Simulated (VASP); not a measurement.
# Tl3O2 (R-3c) in VASP: further runs, part 2 of 2

VASP 6.6.1. The steps go on from the part before.

## Step 3: Single point, PBE

This run uses another cell than the first one, of 25.51 Å³/atom.

INCAR

```
SYSTEM = Tl3O2
ALGO     = Normal         ! electronic algorithm
EDIFF    = 1E-7           ! SCF threshold, eV
ENCUT    = 520            ! plane-wave cutoff, eV
GGA      = PE             ! functional
ISIF     = 2              ! what is computed and relaxed
ISMEAR   = 0              ! smearing method
LASPH    = .TRUE.         ! aspherical terms in the spheres
LCHARG   = .FALSE.        ! write CHGCAR
LREAL    = .FALSE.        ! projectors in reciprocal space
LWAVE    = .FALSE.        ! write WAVECAR
NBANDS   = 62             ! bands
NELM     = 80             ! most SCF steps
PREC     = Accurate       ! precision mode
SIGMA    = 0.1            ! smearing width, eV
```

KPOINTS

```
k-points
0
G
  6 6 6
  0 0 0
```

POSCAR

```
Tl3O2
1.0
    3.2717302472      1.8889343389      6.8792253116
   -3.2717302472      1.8889343389      6.8792253116
    0.0000000000     -3.7778686779      6.8792253116
Tl O
6 4
Direct
    0.0509574956      0.4490425044      0.7500000000
    0.7500000000      0.0509574956      0.4490425044
    0.4490425044      0.7500000000      0.0509574956
    0.9490425044      0.5509574956      0.2500000000
    0.2500000000      0.9490425044      0.5509574956
    0.5509574956      0.2500000000      0.9490425044
    0.9013195876      0.9013195876      0.9013195876
    0.5986804124      0.5986804124      0.5986804124
    0.0986804124      0.0986804124      0.0986804124
    0.4013195876      0.4013195876      0.4013195876
```

Potentials or basis: VASP PAW PBE potentials, release 64 (Tl_d, O).

Run with:

```
cat potpaw_PBE.64/Tl_d/POTCAR potpaw_PBE.64/O/POTCAR > POTCAR
mpirun -np 1 vasp_std > vasp.out
```

OUTCAR:

```text
SYSTEM = Tl3O2
   EDIFF = 1E-7
   ENCUT = 520
   GGA = PE
   ISIF = 2
   ISMEAR = 0
   LASPH = .TRUE.
   LREAL = .FALSE.
   NELM = 80
   PREC = Accurate

 ion  position               nearest neighbor table
   1  0.051  0.449  0.750-   9 2.32  10 2.32   2 3.41   3 3.41   3 3.97   2 3.97   3 3.97   2 3.97
                             4 3.98   4 3.98   5 4.13   6 4.13   6 4.13   5 4.13
   2  0.750  0.051  0.449-   9 2.32  10 2.32   3 3.41   1 3.41   1 3.97   3 3.97   3 3.97   1 3.97
                             5 3.98   5 3.98   4 4.13   4 4.13   6 4.13   6 4.13
   3  0.449  0.750  0.051-  10 2.32   9 2.32   2 3.41   1 3.41   1 3.97   2 3.97   2 3.97   1 3.97
                             6 3.98   6 3.98   4 4.13   4 4.13   5 4.13   5 4.13
   4  0.949  0.551  0.250-   7 2.32   8 2.32   6 3.41   5 3.41   5 3.97   6 3.97   6 3.97   5 3.97
                             1 3.98   1 3.98   3 4.13   2 4.13   3 4.13   2 4.13
   5  0.250  0.949  0.551-   7 2.32   8 2.32   6 3.41   4 3.41   4 3.97   6 3.97   6 3.97   4 3.97
                             2 3.98   2 3.98   1 4.13   1 4.13   3 4.13   3 4.13
   6  0.551  0.250  0.949-   8 2.32   7 2.32   5 3.41   4 3.41   4 3.97   5 3.97   5 3.97   4 3.97
                             3 3.98   3 3.98   1 4.13   1 4.13   2 4.13   2 4.13
[... 1773 lines left out ...]
     62       8.3946      0.00000

 [... further k-points ...]

------------------------ aborting loop because EDIFF is reached ----------------------------------------

  FORCE on cell =-STRESS in cart. coord.  units (eV):
  Direction    XX          YY          ZZ          XY          YZ          ZX
  --------------------------------------------------------------------------------------
  -------------------------------------------------------------------------------------
  Total        0.0666524      0.0666524     -0.1069407      0.0000000      0.0000000      0.0000000
  in kB        0.4186403      0.4186403     -0.6716894      0.0000000      0.0000000      0.0000000
  external PRESSURE =       0.0551971 kB  Pullay stress =       0.0000000 kB

 VOLUME and BASIS-vectors are now :
 -----------------------------------------------------------------------------
  energy-cutoff  :      520.00
  volume of cell :      255.09
      direct lattice vectors                 reciprocal lattice vectors
     3.271730247  1.888934339  6.879225312     0.152824335  0.088233171  0.048455068
    -3.271730247  1.888934339  6.879225312    -0.152824335  0.088233171  0.048455068
     0.000000000 -3.777868678  6.879225312     0.000000000 -0.176466342  0.048455068

 POSITION                                       TOTAL-FORCE (eV/Angst)
 -----------------------------------------------------------------------------------
     -1.30243     -1.88893      8.59903        -0.018112     -0.000000     -0.000000
      2.28708     -0.18347      8.59903         0.009056     -0.015686     -0.000000
     -0.98465      2.07240      8.59903         0.009056      0.015686     -0.000000
      1.30243      1.88893     12.03864         0.018112     -0.000000     -0.000000
     -2.28708      0.18347     12.03864        -0.009056      0.015686     -0.000000
      0.98465     -2.07240     12.03864        -0.009056     -0.015686     -0.000000
      0.00000     -0.00000     18.60114         0.000000      0.000000     -0.006959
      0.00000     -0.00000     12.35537         0.000000     -0.000000      0.006959
      0.00000     -0.00000      2.03653         0.000000     -0.000000      0.006959
      0.00000     -0.00000      8.28230         0.000000      0.000000     -0.006959
 -----------------------------------------------------------------------------------
    total drift:                               -0.000000      0.000000      0.000000

  FREE ENERGIE OF THE ION-ELECTRON SYSTEM (eV)
  ---------------------------------------------------
  free  energy   TOTEN  =       -37.0598613901 eV

  energy  without entropy=      -37.0301197665  energy(sigma->0) =      -37.04499058
```

stdout:

```text
POSCAR found type information on POSCAR TlO
 POSCAR found :  2 types and      10 ions
 scaLAPACK will be used
 LDA part: xc-table for (Slater+PW92), standard interpolation
 POSCAR, INCAR and KPOINTS ok, starting setup
 FFT: planning ... GRIDC
 FFT: planning ... GRID_SOFT
 FFT: planning ... GRID
 WAVECAR not read
 entering main loop
```

Wall time 32 min (1 thread of Oxide Virtual Turin-like, shared host); peak memory 0.68 GiB.

What came out:

```yaml
Free_energy: -37.0599 eV
Pressure: 0.0 GPa
Largest_force: 0.018 eV/Å
Band_gap_on_the_k_mesh: zero (bands 51 and 52 overlap by 0.91 eV)
```

Forces in eV/Å, atoms in the order of the input:
```
Tl  -0.018  0.000  0.000
Tl   0.009 -0.016  0.000
Tl   0.009  0.016  0.000
Tl   0.018  0.000  0.000
Tl  -0.009  0.016  0.000
Tl  -0.009 -0.016  0.000
O    0.000  0.000 -0.007
O    0.000  0.000  0.007
O    0.000  0.000  0.007
O    0.000  0.000 -0.007
```

Caveat: spin-orbit coupling is left out, which moves the levels of the heavy elements.
